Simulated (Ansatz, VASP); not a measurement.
**Two plane-wave programs on HfB2**

INCAR

```
PREC = Accurate ; ENCUT = 500
EDIFF = 1E-6 ; ISMEAR = -1
SIGMA = 0.2 ; LREAL = False
LASPH = True ; NELM = 120
ALGO = Normal ; ISIF = 2
LWAVE = False ; LCHARG = False
GGA = LIBXC ; LIBXC1 = GGA_X_PBE
LIBXC2 = GGA_C_LYP ; NBANDS = 15
GGA_COMPAT = False
```

The input KPOINTS:

```
regular mesh
0
Gamma
  11 11 8
```

Contents of POSCAR:

```
HfB2
1.0
    3.1676666238      0.0000000000      0.0000000000
   -1.5838333119      2.7432800011      0.0000000000
    0.0000000000      0.0000000000      3.5106623729
Hf B
1 2
Direct
    0.0000000000      0.0000000000      0.0000000000
    0.3333333333      0.6666666667      0.5000000000
    0.6666666667      0.3333333333      0.5000000000
```

Input for Ansatz:

```yaml
crystal:
  lattice:
    - [3.1676666237919338, 0.0, 0.0]
    - [-1.5838333118959669, 2.7432800010859495, 0.0]
    - [0.0, 0.0, 3.5106623728649455]
  atoms:
    - { symbol: Hf, position: [0.0, 0.0, 0.0] }
    - { symbol: B, position: [0.3333333333333333, 0.6666666666666666, 0.5] }
    - { symbol: B, position: [0.6666666666666666, 0.3333333333333333, 0.5] }
basis:
  ecutwfc: 420.0
kpoints:
  mp_grid:
    grid: [11, 11, 8]
hamiltonian:
  xc:
    exchange: pbe
    correlation: lyp
scf:
  self_checks: low
  mixing:
    algorithm: msr1
    beta: 0.5
  occupations:
    method: fermi_dirac
    width: 0.2
  initial_density:
    normalization: cell
output:
  stress: true
```

Alike in both runs: task single point; functional pbe exchange, lyp correlation; k mesh 11 × 11 × 8; occupations fermi-dirac, width 0.2 eV; no spin polarisation.

```csv
,VASP,Ansatz
version,VASP 6.6.1,Ansatz 0.2.0
potentials or method,"VASP PAW PBE potentials, release 64 (Hf_pv, B), cutoff 500 eV","plane waves, PAW"
valence electrons in the cell,16,32
```

Ansatz gave:

- pressure (GPa): 0.9
- traceless stress, the component that is largest in VASP (GPa): 3.02

Q: Estimate VASP's values.

A: Pressure (GPa): 0.5; traceless stress, the component that is largest in VASP (GPa): 3.21.

VASP's potentials were made for PBE, not for pbe exchange, lyp correlation. VASP's potentials hold 16 valence electrons a cell and Ansatz's 32, so a difference there can come from the potentials and not from the codes.

Neither program's run includes spin-orbit coupling.
